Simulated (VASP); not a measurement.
# PbO2 (P4_2/mnm) in VASP: notebook, part 3 of 4

VASP 6.6.1. The steps go on from the part before.

## Step 4: Single point, LDA (13.77 Å³/atom)

This run uses another cell than the first one, of 13.77 Å³/atom.

Input file INCAR:

```
SYSTEM = PbO2
PREC = Accurate ; ENCUT = 520
EDIFF = 1E-6 ; ISMEAR = 0
SIGMA = 0.05 ; LREAL = .FALSE.
LASPH = .TRUE. ; NELM = 100
ALGO = Normal ; ISIF = 2
LWAVE = .FALSE. ; LCHARG = .FALSE.
GGA = CA ; NBANDS = 35
```

Input file KPOINTS:

```
regular mesh
0
G
  6 6 8
  0 0 0
```

Input file POSCAR:

```
PbO2
1.0
    4.9380481141      0.0000000000      0.0000000000
    0.0000000000      4.9380481141      0.0000000000
    0.0000000000      0.0000000000      3.3882815208
Pb O
2 4
Direct
    0.0000000000      0.0000000000      0.0000000000
    0.5000000000      0.5000000000      0.5000000000
    0.3075286930      0.3075286930      0.0000000000
    0.8075286930      0.1924713070      0.5000000000
    0.1924713070      0.8075286930      0.5000000000
    0.6924713070      0.6924713070      0.0000000000
```

Potentials or basis: VASP PAW LDA potentials, release 64 (Pb_d, O).

Run with:

```
> cat potpaw_LDA.64/Pb_d/POTCAR potpaw_LDA.64/O/POTCAR > POTCAR
> mpirun -np 1 vasp_std > vasp.out
```

OUTCAR:

```text
SYSTEM = PbO2
   PREC = Accurate
   ENCUT = 520
   EDIFF = 1E-6
   ISMEAR = 0
   LREAL = .FALSE.
   LASPH = .TRUE.
   NELM = 100
   ISIF = 2
   GGA = CA

 ion  position               nearest neighbor table
   1  0.000  0.000  0.000-   3 2.15   6 2.15   5 2.16   4 2.16   4 2.16   5 2.16   2 3.88   2 3.88
                             2 3.88   2 3.88   2 3.88   2 3.88   2 3.88   2 3.88
   2  0.500  0.500  0.500-   4 2.15   5 2.15   3 2.16   6 2.16   3 2.16   6 2.16   1 3.88   1 3.88
                             1 3.88   1 3.88   1 3.88   1 3.88   1 3.88   1 3.88
   3  0.308  0.308  0.000-   1 2.15   2 2.16   2 2.16
   4  0.808  0.192  0.500-   2 2.15   1 2.16   1 2.16
   5  0.192  0.808  0.500-   2 2.15   1 2.16   1 2.16
   6  0.692  0.692  0.000-   1 2.15   2 2.16   2 2.16

  LATTYP: Found a simple tetragonal cell.
 ALAT       =     4.9380481141
 C/A-ratio  =     0.6861580613

  Lattice vectors:

 A1 = (   4.9380481141,   0.0000000000,   0.0000000000)
 A2 = (   0.0000000000,   4.9380481141,   0.0000000000)
 A3 = (   0.0000000000,   0.0000000000,   3.3882815208)

Analysis of symmetry for initial positions (statically):
=====================================================================
 Subroutine PRICEL returns:
 Original cell was already a primitive cell.

 Routine SETGRP: Setting up the symmetry group for a
 simple tetragonal supercell.

 Subroutine GETGRP returns: Found 16 space group operations
 (whereof  8 operations were pure point group operations)
 out of a pool of 16 trial point group operations.

The static configuration has the point symmetry D_2h.
 The point group associated with its full space group is D_4h.

Analysis of symmetry for dynamics (positions and initial velocities):
=====================================================================
 Subroutine PRICEL returns:
 Original cell was already a primitive cell.

 Routine SETGRP: Setting up the symmetry group for a
 simple tetragonal supercell.

 Subroutine GETGRP returns: Found 16 space group operations
 (whereof  8 operations were pure point group operations)
 out of a pool of 16 trial point group operations.

The dynamic configuration has the point symmetry D_2h.
 The point group associated with its full space group is D_4h.

 Subroutine INISYM returns: Found 16 space group operations
 (whereof  8 operations are pure point group operations),
 and found     1 'primitive' translations

----------------------------------------------------------------------------------------

                                     Primitive cell

  volume of cell :      82.6209

  direct lattice vectors                    reciprocal lattice vectors
     4.938048114  0.000000000  0.000000000     0.202509165  0.000000000  0.000000000
     0.000000000  4.938048114  0.000000000     0.000000000  0.202509165  0.000000000
     0.000000000  0.000000000  3.388281521     0.000000000  0.000000000  0.295134862

  length of vectors
     4.938048114  4.938048114  3.388281521     0.202509165  0.202509165  0.295134862

  position of ions in fractional coordinates (direct lattice)
     0.000000000  0.000000000  0.000000000
     0.500000000  0.500000000  0.500000000
     0.307528693  0.307528693  0.000000000
     0.807528693  0.192471307  0.500000000
     0.192471307  0.807528693  0.500000000
     0.692471307  0.692471307  0.000000000

[... 29 lines left out ...]

 Subroutine IBZKPT returns following result:
 ===========================================

 Found     50 irreducible k-points:

 Following reciprocal coordinates:
            Coordinates               Weight
  0.000000  0.000000  0.000000      1.000000
  0.166667  0.000000  0.000000      4.000000
  0.333333  0.000000  0.000000      4.000000
  0.500000  0.000000  0.000000      2.000000
  0.166667  0.166667  0.000000      4.000000
  0.333333  0.166667  0.000000      8.000000
[... 16 lines left out ...]
  0.333333  0.000000  0.250000      8.000000
  0.500000  0.000000  0.250000      4.000000
 [... further k-points ...]
   k-points           NKPTS =     50   k-points in BZ     NKDIM =     50   number of bands    NBANDS=     35
   number of dos      NEDOS =    301   number of ions     NIONS =      6
   total plane-waves  NPLWV =  44800
   dimension x,y,z NGX =    40 NGY =   40 NGZ =   28
   dimension x,y,z NGXF=    80 NGYF=   80 NGZF=   56
   ions per type =               2   4
   NGX,Y,Z   is equivalent  to a cutoff of  13.47, 13.47, 13.74 a.u.
   NGXF,Y,Z  is equivalent  to a cutoff of  26.93, 26.93, 27.48 a.u.
 SYSTEM =  PbO2
   PREC   = accura    normal or accurate (medium, high low for compatibility)
   ISTART =      0    job   : 0-new  1-cont  2-samecut
   ICHARG =      2    charge: 1-file 2-atom 10-const
   ISPIN  =      1    spin polarized calculation?
   LNONCOLLINEAR =      F non collinear calculations
   LSORBIT =      F    spin-orbit coupling
   LASPH  =      T    aspherical Exc in radial PAW
   ENCUT  =  520.0 eV  38.22 Ry    6.18 a.u.   9.18  9.18  6.30*2*pi/ulx,y,z
   NELM   =    100;   NELMIN=  2; NELMDL= -5     # of ELM steps
   EDIFF  = 0.1E-05   stopping-criterion for ELM
   LREAL  =      F    real-space projection
[... 7 lines left out ...]
   TEBEG  =    0.0;   TEEND  =   0.0 temperature during run
   PSTRESS=    0.0 pullay stress
   NELECT =      52.0000    total number of electrons
   NUPDOWN=      -1.0000    fix difference up-down
   EMIN   =  10.00;   EMAX   =-10.00  energy-range for DOS
   EFERMI =   0.00;   METHOD = LEGACY
   ISMEAR =     0;   SIGMA  =   0.05  broadening in eV -4-tet -1-fermi 0-gaus
   EFERMI_NEDOS =   21; number of points for ismear=-14 and -15
   IALGO  =     38    algorithm
   IMIX   =      4    mixing-type and parameters
     AMIX     =   0.40;   BMIX     =  1.00
     AMIX_MAG =   1.60;   BMIX_MAG =  1.00
  volume/ion in A,a.u.               =      13.77        92.93
  Fermi-wavevector in a.u.,A,eV,Ry     =   1.402962  2.651214 26.780379  1.968302
  Thomas-Fermi vector in A             =   2.525671
   LORBIT       =      0    0 simple, 1 ext, 2 COOP (PROOUT), +10 PAW based schemes
   GGA     = CA    functional components
   LHFCALC =     F    Hartree Fock is set to
   AEXX    =    0.0000 exact exchange contribution
   IVDW    =     0    specifies the selected vdW correction
   LEPSILON=     F    determine dielectric tensor
   LRPA    =     F    only Hartree local field effects (RPA)
 non-spin polarized calculation
 Gauss-broadening in eV      SIGMA  =   0.05
  energy-cutoff  :      520.00
  volume of cell :       82.62
 maximum number of plane-waves:      2249
 NGX is ok and might be reduce to    40
   NGX = 19   NGY = 19   NGZ = 13

 number of electron      52.0000009 magnetization

 Free energy of the ion-electron system (eV)
  ---------------------------------------------------
  ext. energy  EPLUGINS =         0.00000000
  ---------------------------------------------------
  free energy    TOTEN  =       -36.65097491 eV

  energy without entropy =      -36.65086382  energy(sigma->0) =      -36.65091936

 E-fermi :   4.2731     XC(G=0): -11.3071

 val. band max:        4.2087236915   @ k =   0.0000   0.0000   0.1250
 cond. band min:       4.3183712252   @ k =   0.0000   0.0000   0.0000
 fundamental gap:      0.1096475337
 Fermi energy:         4.2731004927

 k-point     1 :       0.0000    0.0000    0.0000
  band No.  band energies     occupation
      1     -14.0126      2.00000
      2     -13.8891      2.00000
      3     -12.0415      2.00000
      4     -12.0415      2.00000
      5     -11.3148      2.00000
      6     -11.0824      2.00000
[... 901 lines left out ...]
     34      15.6206      0.00000
     35      16.3227      0.00000

 [... further k-points ...]

------------------------ aborting loop because EDIFF is reached ----------------------------------------

  FORCE on cell =-STRESS in cart. coord.  units (eV):
  Direction    XX          YY          ZZ          XY          YZ          ZX
  --------------------------------------------------------------------------------------
  -------------------------------------------------------------------------------------
  Total        0.1826511      0.1826511      0.3420051     -0.0000000      0.0000000      0.0000000
  in kB        3.5419526      3.5419526      6.6321311     -0.0000000      0.0000000      0.0000000
  external PRESSURE =       4.5720121 kB  Pullay stress =       0.0000000 kB

 VOLUME and BASIS-vectors are now :
 -----------------------------------------------------------------------------
  energy-cutoff  :      520.00
  volume of cell :       82.62
      direct lattice vectors                 reciprocal lattice vectors
     4.938048114  0.000000000  0.000000000     0.202509165  0.000000000  0.000000000
     0.000000000  4.938048114  0.000000000     0.000000000  0.202509165  0.000000000
     0.000000000  0.000000000  3.388281521     0.000000000  0.000000000  0.295134862

 POSITION                                       TOTAL-FORCE (eV/Angst)
 -----------------------------------------------------------------------------------
      0.00000      0.00000      0.00000         0.000000     -0.000000      0.000000
      2.46902      2.46902      1.69414         0.000000     -0.000000      0.000000
      1.51859      1.51859      0.00000        -0.018489     -0.018489     -0.000000
      3.98762      0.95043      1.69414        -0.018489      0.018489      0.000000
      0.95043      3.98762      1.69414         0.018489     -0.018489     -0.000000
      3.41946      3.41946      0.00000         0.018489      0.018489      0.000000
 -----------------------------------------------------------------------------------
    total drift:                               -0.000000      0.000000     -0.000000

  FREE ENERGIE OF THE ION-ELECTRON SYSTEM (eV)
  ---------------------------------------------------
  free  energy   TOTEN  =       -36.6509749097 eV

  energy  without entropy=      -36.6508638169  energy(sigma->0) =      -36.65091936
```

Run time: 2.7 min. Hardware: 1 thread of Intel Xeon 8259CL, shared host; peak memory 0.24 GiB.

Results:

```
Free energy            : -36.6510 eV
Pressure               : 0.5 GPa
Largest force          : 0.026 eV/Å
Band gap on the k mesh : 0.11 eV (least direct gap 0.19 eV)
```

Forces in eV/Å, atoms in the order of the input:
```
Pb   0.000  0.000  0.000
Pb   0.000  0.000  0.000
O   -0.018 -0.018  0.000
O   -0.018  0.018  0.000
O    0.018 -0.018  0.000
O    0.018  0.018  0.000
```

Levels at points of the mesh, in eV from the valence-band top:
| k point | band 23 | band 24 | band 25 | band 26 | band 27 | band 28 | band 29 | band 30 |
| --- | --- | --- | --- | --- | --- | --- | --- | --- |
| (0.00, 0.00, 0.00) | -0.61 | -0.60 | -0.58 | -0.58 | 0.11 | 4.37 | 5.77 | 5.77 |
| (0.50, 0.00, 0.00) | -0.63 | -0.63 | -0.38 | -0.38 | 2.60 | 2.60 | 6.37 | 6.37 |
| (0.50, 0.50, 0.00) | -0.64 | -0.64 | -0.47 | -0.47 | 2.99 | 2.99 | 6.73 | 6.73 |
| (0.00, 0.00, 0.50) | -1.18 | -1.18 | -0.80 | -0.80 | 3.92 | 3.92 | 8.87 | 8.87 |
| (0.50, 0.00, 0.50) | -0.81 | -0.81 | -0.15 | -0.15 | 4.25 | 4.25 | 7.36 | 7.36 |
| (0.50, 0.50, 0.50) | -0.69 | -0.69 | -0.52 | -0.52 | 2.97 | 2.97 | 8.21 | 8.21 |

Caveat: spin-orbit coupling is left out, which moves the levels of the heavy elements. A k mesh can miss the band edges.

(Part 3 of 4 ends here.)
